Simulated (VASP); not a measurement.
## LiF: single point with r2SCAN

LiF:

```
Li F
1.0
     0.00000    1.95418    1.95418
     1.95418    0.00000    1.95418
     1.95418    1.95418    0.00000
Li F
1 1
Direct
  0.00000 0.00000 0.00000
  0.50000 0.50000 0.50000
```

This cell differs from its parent crystal: volume scaled by 0.94.

```json
{"Program": "VASP 6.6.1", "Task": "single point", "Functional": "r2SCAN", "Potentials or basis": "VASP PAW PBE potentials, release 64 (Li_sv, F)", "Cutoff": "520 eV", "k mesh": "10 × 10 × 10", "Occupations": "gaussian, width 0.02 eV", "Spin": "no spin polarisation", "Dipole correction": "no", "Further INCAR settings": "ALGO = Normal; EDIFF = 1e-06; NBANDS = 12"}
```

* Band gap on the k mesh: 11.18 eV, direct

Levels at points of the mesh, in eV from the valence-band top:
| k point | band 2 | band 3 | band 4 | band 5 | band 6 | band 7 | band 8 | band 9 |
| --- | --- | --- | --- | --- | --- | --- | --- | --- |
| (0.00, 0.00, 0.00) | -21.36 | 0.00 | 0.00 | 0.00 | 11.18 | 26.40 | 26.40 | 26.40 |
| (0.50, 0.00, 0.00) | -20.88 | -2.77 | -0.28 | -0.28 | 12.36 | 19.30 | 21.20 | 21.20 |
| (0.50, 0.50, 0.00) | -20.55 | -3.42 | -1.15 | -1.15 | 17.00 | 17.89 | 20.34 | 23.10 |

Wall time 22 s on 1 thread of Intel(R) Xeon(R) Platinum 8488C (Sapphire Rapids), on a shared host, peak memory 0.13 GiB.

 A k mesh can miss the band edges.
